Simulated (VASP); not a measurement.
Here is a VASP 6.6.1 calculation.

INCAR

```
SYSTEM = BaTiO3
  PREC = Accurate
  ENCUT = 600
  EDIFF = 1E-7
  ISMEAR = -1
  SIGMA = 0.05
  LREAL = .False.
  LASPH = .True.
  NELM = 100
  ALGO = Normal
  ISIF = 3
  LWAVE = .False.
  LCHARG = .False.
  GGA = PE
  IBRION = 2
  NSW = 60
  EDIFFG = -0.01
```

File KPOINTS:

```
Automatic mesh
0
Gamma
  7 7 7
  0 0 0
```

File POSCAR:

```
BaTiO3
1.0
    3.9998000000      0.0000000000      0.0000000000
    0.0000000000      3.9998000000      0.0000000000
    0.0000000000      0.0000000000      4.0180000000
Ba Ti O
1 1 3
Direct
    0.0000000000      0.0000000000      0.0000000000
    0.5000000000      0.5000000000      0.4900000000
    0.0000000000      0.5000000000      0.5170000000
    0.5000000000      0.0000000000      0.5170000000
    0.5000000000      0.5000000000      0.0190000000
```

Potentials or basis: VASP PAW PBE potentials, release 64 (Ba_sv, Ti_sv, O).

Run with:

```bash
$ cat potpaw_PBE.64/Ba_sv/POTCAR potpaw_PBE.64/Ti_sv/POTCAR potpaw_PBE.64/O/POTCAR > POTCAR
$ mpirun -np 1 vasp_std > vasp.out
```

Question: Predict the space group after relaxing (to 0.1 Å).

Answer: P4mm (No. 99).

Question: Predict the relaxed volume.

Answer: 13.47 Å³/atom.

Question: Predict the band gap on the k mesh.

Answer: 1.88 eV (least direct gap 2.34 eV).

Final structure:
```
Ba Ti O
1.0
     3.99582    0.00000    0.00000
     0.00000    3.99582    0.00000
     0.00000    0.00000    4.21930
Ba Ti O
1 1 3
Direct
  0.00000 0.00000 0.99084
  0.50000 0.50000 0.47199
  0.00000 0.50000 0.51934
  0.50000 0.00000 0.51934
  0.50000 0.50000 0.04149
```

Caveat: spin-orbit coupling is left out, which moves the levels of the heavy elements; an odd mesh through Γ misses points on the zone boundary, where band edges can lie. PBE usually gives volumes a little too large and moduli too small.
